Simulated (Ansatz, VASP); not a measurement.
## Two plane-wave programs on MoSe

File POSCAR:

```
MoSe
1.0
    3.5002295900      0.0000000000      0.0000000000
    0.0000000000      3.5002295900      0.0000000000
    0.0000000000      0.0000000000      3.5002295900
Mo Se
1 1
Direct
    0.0000000000      0.0000000000      0.0000000000
    0.5000000000      0.5000000000      0.5000000000
```

Contents of INCAR.step1:

```
SYSTEM = MoSe
  PREC = Accurate
  ENCUT = 600
  EDIFF = 1E-5
  ISMEAR = -1
  SIGMA = 0.05
  LREAL = .FALSE.
  LASPH = .TRUE.
  NELM = 80
  ALGO = Normal
  LWAVE = .TRUE.
  LCHARG = .FALSE.
  GGA = PE
  NBANDS = 17
```

File INCAR.step2:

```
SYSTEM = MoSe
  PREC = Accurate
  ENCUT = 600
  EDIFF = 1E-6
  ISMEAR = -1
  SIGMA = 0.05
  LREAL = .FALSE.
  LASPH = .TRUE.
  NELM = 80
  ALGO = Normal
  ISIF = 3
  LWAVE = .FALSE.
  LCHARG = .FALSE.
  GGA = PE
  LHFCALC = .TRUE.
  AEXX = 0.25
  PRECFOCK = Normal
  IBRION = 2
  NSW = 60
  EDIFFG = -0.01
  ISTART = 1
```

Contents of KPOINTS:

```
regular mesh
0
G
  4 4 4
  0 0 0
```

The input input:

```
crystal:
  lattice:
    - [3.50022959, 0.0, 0.0]
    - [0.0, 3.50022959, 0.0]
    - [0.0, 0.0, 3.50022959]
  atoms:
    - { symbol: Mo, position: [0.0, 0.0, 0.0] }
    - { symbol: Se, position: [0.5, 0.5, 0.5] }
hamiltonian:
  xc: pbe0
  pseudopotentials: { kind: paw }
kpoints:
  mp_grid: { grid: [4, 4, 4] }
scf:
  occupations: { method: fermi_dirac, width: 0.05 }
output:
  forces: true
  stress: true
  eigenvalues: true
relax:
  f_tol: 0.01
  max_steps: 40
  cell: { stress_tol: 0.05 }
```

Alike in both runs: task relaxation of cell and atoms; functional PBE0; k mesh 4 × 4 × 4; occupations fermi-dirac, width 0.05 eV; no spin polarisation.

|  | VASP | Ansatz |
| --- | --- | --- |
| version | VASP 6.6.1 | Ansatz 0.2.0 |
| potentials or method | VASP PAW PBE potentials, release 64 (Mo_sv, Se) | Ansatz PAW |
| plane-wave cutoff (eV) | 600 | 420 |
| valence electrons in the cell | 20 | 30 |

|  | VASP | Ansatz | Ansatz less VASP |
| --- | --- | --- | --- |
| gap on the k mesh at the Fermi level, each at its own relaxed structure (eV) | none | none | - |
| relaxed volume (Å³/atom) | 14.91 | 14.87 | -0.034 |
| relaxed cell length with the largest relative difference (Å) | 3.101 | 3.098 | -0.0024 |

A gap of «none» marks a metal or a gap that the smearing closes. VASP's potentials hold 20 valence electrons a cell and Ansatz's 30, so a difference there can come from the potentials and not from the codes.

The k mesh is coarse, so the values compare programs but aren't converged. Noted on VASP's run: the volume moved by over 15 % at a fixed basis, so the end points are rough. Noted on Ansatz's run: the volume moved by over 15 % at a fixed basis, so the end points are rough; the plane-wave basis is chosen anew once the cell has moved, so the energies of steps on either side of that aren't comparable.
